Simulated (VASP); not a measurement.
Crystal: Li2WO3.

```
CELL_PARAMETERS angstrom
4.76105 0.00000 0.00000
-2.38052 4.12319 0.00000
0.00000 0.00000 3.37460
ATOMIC_POSITIONS crystal
Li 0.33333 0.66667 0.00000
Li 0.66667 0.33333 0.00000
W 0.00000 0.00000 0.00000
O 0.50000 0.00000 0.50000
O 0.00000 0.50000 0.50000
O 0.50000 0.50000 0.50000
```

| Quantity | Value |
| --- | --- |
| Program | VASP 6.6.1 |
| Task | relaxation of cell and atoms |
| Functional | PBE |
| Potentials or basis | VASP PAW PBE potentials, release 64 (Li_sv, W_sv, O) |
| Cutoff | 600 eV |
| k mesh | 6 × 6 × 6 |
| Occupations | gaussian, width 0.1 eV |
| Spin | no spin polarisation |

At the start: pressure -18.0 GPa; volume 11.04 Å³/atom.

Task: Where does the relaxation end?

Result: Over 8 steps the energy falls by 605.4 meV/atom and the volume is 8.62 Å³/atom (-21.9 %); space group P6/mmm (No. 191, to 0.05 Å).

Step by step:
```
step  energy change (eV)  largest force (eV/Å)  pressure (GPa)  volume (Å³)
   1              0.0000                0.0000          -18.00        66.25
   2             -3.2773                0.0000           -7.89        54.42
   3             -3.6024                0.0000            0.19        51.43
   4             -3.6168                0.0000            3.37        50.57
   5             -3.6165                0.0000            2.19        50.88
   6             -3.6318                0.0000           -0.62        51.94
   7             -3.6318                0.0000           -0.62        51.95
   8             -3.6327                0.0000            0.22        51.71
```

Final structure:
```cif
data_structure
_symmetry_space_group_name_H-M 'P 1'
_symmetry_Int_Tables_number 1
_cell_length_a 4.7979
_cell_length_b 4.7979
_cell_length_c 2.5936
_cell_angle_alpha 90.000
_cell_angle_beta 90.000
_cell_angle_gamma 120.000
_cell_volume 51.71
loop_
_atom_site_label
_atom_site_type_symbol
_atom_site_fract_x
_atom_site_fract_y
_atom_site_fract_z
_atom_site_occupancy
Li1 Li 0.33333 0.66667 0.00000 1
Li2 Li 0.66667 0.33333 0.00000 1
W1 W 0.00000 0.00000 0.00000 1
O1 O 0.50000 0.00000 0.50000 1
O2 O 0.00000 0.50000 0.50000 1
O3 O 0.50000 0.50000 0.50000 1
```

Caveat: the cutoff is under 1.25 times the usual one of these potentials, so pressure, stress and relaxed cells hold a basis-set (Pulay) error; the volume moved by over 15 % at a fixed basis, so the end points are rough.
